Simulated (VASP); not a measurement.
Write the native input for VASP 6.6.1 that does the following.

```yaml
Task: single point
Functional: r2SCAN
Potentials_or_basis: VASP PAW PBE potentials, release 64 (Hf_pv, N)
Cutoff: 660 eV
k_mesh: 12 × 12 × 13
Occupations: gaussian, width 0.1 eV
Spin: no spin polarisation
Dipole_correction: no
Further_INCAR_settings: ALGO = Normal; EDIFF = 1e-06; NBANDS = 14; ISYM = 0
```

Crystal: HfN.

```
Hf N
1.0
     3.19994    0.00000    0.00000
    -1.59997    2.77123    0.00000
     1.59997    0.92374    2.61274
Hf N
1 1
Cartesian
  0.0000 0.0000 0.0000
  0.0000 1.8475 1.3064
```

One way to write it, as run:

POSCAR

```
HfN
1.0
    3.1999394429      0.0000000000      0.0000000000
   -1.5999697215      2.7712288482      0.0000000000
    1.5999697215      0.9237429494      2.6127396143
Hf N
1 1
Direct
    0.0000000000      0.0000000000      0.0000000000
    0.0000000000      0.5000000000      0.5000000000
```

INCAR.step1

```
ALGO = Normal ; EDIFF = 1E-5
ENCUT = 660 ; GGA = PE
GGA_COMPAT = F ; ISMEAR = 0
ISYM = 0 ; LASPH = T
LCHARG = F ; LREAL = F
LWAVE = T ; NBANDS = 14
NELM = 120 ; PREC = Accurate
SIGMA = 0.1
```

INCAR.step2

```
ALGO = Normal ; EDIFF = 1E-6
ENCUT = 660 ; GGA_COMPAT = F
ISIF = 2 ; ISMEAR = 0
ISTART = 1 ; ISYM = 0
LASPH = T ; LCHARG = T
LELF = T ; LMIXTAU = T
LREAL = F ; LVHAR = T
LWAVE = F ; METAGGA = R2SCAN
NBANDS = 14 ; NELM = 120
PREC = Accurate ; SIGMA = 0.1
```

KPOINTS

```
k-points
0
Gamma
  12 12 13
```

Potentials or basis: VASP PAW PBE potentials, release 64 (Hf_pv, N).

The run is started by

```bash
$ cat potpaw_PBE.64/Hf_pv/POTCAR potpaw_PBE.64/N/POTCAR > POTCAR
$ cp INCAR.step1 INCAR
$ mpirun -np 1 vasp_std > vasp.out
$ cp INCAR.step2 INCAR
$ mpirun -np 1 vasp_std > vasp.out
```

Results of the run:

```
Pressure               : -2.7 GPa
Band gap on the k mesh : zero (an odd number of electrons rules out a gap without spin polarisation)
```

Caveat: the PAW data sets were made with another functional, which shifts forces and pressure a little; spin-orbit coupling is left out, which moves the levels of the heavy elements.

Wall time 32 min on 1 thread of Oxide Virtual Turin-like Processor, with other jobs on the host, peak memory 0.52 GiB.
